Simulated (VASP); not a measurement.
Write the native input for VASP 6.6.1 that does the following.

- Task: single point
- Functional: PBE
- Dispersion: D3(BJ)
- Potentials or basis: VASP PAW PBE potentials, release 64 (O, Zr_sv, Si)
- Cutoff: 520 eV
- k mesh: 9 × 9 × 1
- Occupations: gaussian, width 0.05 eV
- Spin: collinear spin
- Starting moments: [0.0, 0.0, 0.0, 0.0, 0.0, 0.0, 2.0] μB
- Dipole correction: yes
- Further INCAR settings: ALGO = Normal; EDIFF = 1e-06; NBANDS = 39; NELMDL = -8

The structure of Zr2SiO4 lies in POSCAR:

```
Zr2SiO4
1.0
    3.5974414580      0.0000000000      0.0000000000
   -1.7987207290      3.1154756913      0.0000000000
    0.0000000000      0.0000000000     21.3728427344
O Zr Si
4 2 1
Direct
    0.0000000000      0.0000000000      0.1871533913
    0.3333333333      0.6666666667      0.2558690668
    0.6666666667      0.3333333333      0.3197992968
    0.0000000000      0.0000000000      0.3917514782
    0.6666666667      0.3333333333      0.2215112290
    0.3333333333      0.6666666667      0.3546358399
    0.0000000000      0.1666666667      0.5321165217
```

One way to write it, as run:

INCAR

```
PREC = Accurate
ENCUT = 520
EDIFF = 1E-6
ISMEAR = 0
SIGMA = 0.05
LREAL = False
LASPH = True
NELM = 200
ALGO = Normal
ISIF = 2
LWAVE = False
LCHARG = False
ISPIN = 2
MAGMOM = 0 0 0 0 0 0 2
LORBIT = 11
LMAXMIX = 4
LDIPOL = True
IDIPOL = 3
DIPOL = 0.5 0.5 0.323
GGA = PE
IVDW = 12
NBANDS = 39
GGA_COMPAT = False
NELMDL = -8
KPAR = 4
```

KPOINTS

```
regular mesh
0
Gamma
  9 9 1
```

Potentials or basis: VASP PAW PBE potentials, release 64 (O, Zr_sv, Si).

Launch:

```console
$ cat potpaw_PBE.64/O/POTCAR potpaw_PBE.64/Zr_sv/POTCAR potpaw_PBE.64/Si/POTCAR > POTCAR
$ mpirun -np 4 vasp_std > vasp.out
```

Results of the run:

* Largest force: 0.593 eV/Å
* Net moment: 0.23 μB per cell
* Site moments: O -0.00, +0.00 (each value once); Zr +0.00; Si +0.07 μB
* Valence electrons inside the program's atomic spheres: O 5.02, 5.12, 5.11, 5.00; Zr 9.53, 9.51; Si 1.44
* Dispersion energy per atom: -0.199 eV

Run time: 21 min on 4 MPI ranks on AMD EPYC 7R43 64-Core Processor (Zen 3), with other jobs on the host, peak memory 0.84 GiB a rank.
